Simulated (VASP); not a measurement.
Crystal: SnO2.

```
Sn O
1.0
     1.61709    0.93363    4.80059
    -1.61709    0.93363    4.80059
     0.00000   -1.86726    4.80059
Sn O
1 2
Direct
  0.50000 0.50000 0.50000
  0.23717 0.23717 0.23717
  0.76283 0.76283 0.76283
```

Base run:

| Quantity | Value |
| --- | --- |
| Program | VASP 6.6.1 |
| Functional | PBEsol |
| Potentials or basis | VASP PAW PBE potentials, release 64 (Sn_d, O) |
| Cutoff | 520 eV |
| k mesh | 6 × 6 × 6 |
| Occupations | gaussian, width 0.01 eV |
| Spin | no spin polarisation |

Its results: band gap on the k mesh 1.85 eV, indirect (least direct gap 1.97 eV); pressure -4.6 GPa; largest force 0.347 eV/Å.

The run is repeated on the same cell with these changes: functional from PBEsol to BLYP. What comes out?

Band gap on the k mesh 1.91 eV, indirect (least direct gap 2.02 eV); pressure 4.4 GPa; largest force 0.093 eV/Å.

BLYP binds less tightly than PBEsol, so the same cell stands under more pressure.

Caveats: the PAW data sets were made with another functional, which shifts forces and pressure a little; spin-orbit coupling is left out, which moves the levels of the heavy elements.

A k mesh can miss the band edges.
